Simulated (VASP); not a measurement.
Write the native input for VASP 6.6.1 that does the following.

* Task: single point
* Functional: PBE
* Potentials or basis: VASP PAW PBE potentials, release 64 (Ga_d, P)
* Cutoff: 500 eV
* k mesh: 4 × 4 × 4
* Occupations: gaussian, width 0.01 eV
* Spin: no spin polarisation
* Dipole correction: no
* Further INCAR settings: ALGO = Normal; EDIFF = 1e-06; NBANDS = 16

The structure of GaP lies in POSCAR:

```
GaP
1.0
    0.0000000000      2.7253992887      2.7253992887
    2.7253992887      0.0000000000      2.7253992887
    2.7253992887      2.7253992887      0.0000000000
Ga P
1 1
Direct
    0.0000000000      0.0000000000      0.0000000000
    0.2500000000      0.2500000000      0.2500000000
```

One way to write it, as run:

INCAR

```
  ALGO = Normal
  EDIFF = 1E-6
  ENCUT = 500
  GGA = PE
  GGA_COMPAT = F
  ISIF = 2
  ISMEAR = 0
  LASPH = T
  LCHARG = T
  LELF = T
  LREAL = F
  LVHAR = T
  LWAVE = F
  NBANDS = 16
  NELM = 120
  PREC = Accurate
  SIGMA = 0.01
```

KPOINTS

```
k-points
0
Gamma
  4 4 4
```

Potentials or basis: VASP PAW PBE potentials, release 64 (Ga_d, P).

Launch:

```sh
$ cat potpaw_PBE.64/Ga_d/POTCAR potpaw_PBE.64/P/POTCAR > POTCAR
$ mpirun -np 1 vasp_std > vasp.out
```

It gave:

| Property | Result |
| --- | --- |
| Pressure | 2.8 GPa |
| Band gap on the k mesh | 1.63 eV, indirect (least direct gap 1.82 eV) |

Caveat: the k points lie up to 0.50 Å⁻¹ apart.

Wall time 3.6 s on 1 thread of Intel(R) Xeon(R) 6975P-C (Granite Rapids), with other jobs on the host, peak memory 0.15 GiB.
